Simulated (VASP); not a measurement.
Input of a VASP 6.6.1 run:

The input INCAR:

```
ALGO = Fast ; EDIFF = 1E-6
ENCUT = 520 ; GGA = PE
ISIF = 2 ; ISMEAR = 0
LASPH = True ; LCHARG = False
LREAL = False ; LWAVE = False
NBANDS = 30 ; NELM = 60
PREC = Accurate ; SIGMA = 0.1
```

Contents of KPOINTS:

```
k-points
0
Gamma
  6 6 4
```

Contents of POSCAR:

```
K
1.0
    4.3752366865     -4.3679199393      0.0000000000
    4.3752366865      4.3679199393      0.0000000000
    0.0000000000      0.0000000000     11.3931868514
K
5
Direct
    0.5000000000      0.0000000000      0.3087858463
    0.0000000000      0.5000000000      0.6912141537
    0.0000000000      0.5000000000      0.3087858463
    0.5000000000      0.0000000000      0.6912141537
    0.0000000000      0.0000000000      0.0000000000
```

Potentials or basis: VASP PAW PBE potentials, release 64 (K_sv).

The run is started by

```console
$ cat potpaw_PBE.64/K_sv/POTCAR > POTCAR
$ mpirun -np 1 vasp_std > vasp.out
```

(1) Estimate the band gap on the k mesh.

(2) Predict the pressure.

Results:

(1) zero (an odd number of electrons rules out a gap without spin polarisation).

(2) -0.1 GPa.
